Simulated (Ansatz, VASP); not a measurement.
# Ni in VASP and in Ansatz

```xyz
1
Lattice="0.0000 1.7592 1.7592 1.7592 0.0000 1.7592 1.7592 1.7592 0.0000" Properties=species:S:1:pos:R:3 pbc="T T T"
Ni    0.0000    0.0000    0.0000
```

Alike in both runs: functional PBE; k mesh 20 × 20 × 20; occupations gaussian, width 0.1 eV; collinear spin.

Ansatz relaxed the structure, and its values are those at the end. VASP's run is a single point on that final structure, the one shown.

|  | VASP | Ansatz |
| --- | --- | --- |
| version | VASP 6.6.1 | Ansatz 0.2.0 |
| potentials or method | VASP PAW PBE potentials, release 64 (Ni), cutoff 520 eV | scalar-relativistic, plane waves, PAW |
| valence electrons in the cell | 10 | 18 |

VASP gave:

```
gap on the k mesh at the Fermi level (eV)                     : none
pressure (GPa)                                                : -0.1
net moment per atom (μB)                                      : 0.63
size of the moment on the site where the two differ most (μB) : 0.64
```

Task: Which values does Ansatz return?

Result: gap on the k mesh at the Fermi level (eV): none; pressure (GPa): 0.0; net moment per atom (μB): 0.64; size of the moment on the site where the two differ most (μB): 0.68.

Site moments also hang on the region over which each program counts them. A gap of «none» marks a metal or a gap that the smearing closes. VASP's potentials hold 10 valence electrons a cell and Ansatz's 18, so a difference there can come from the potentials and not from the codes.
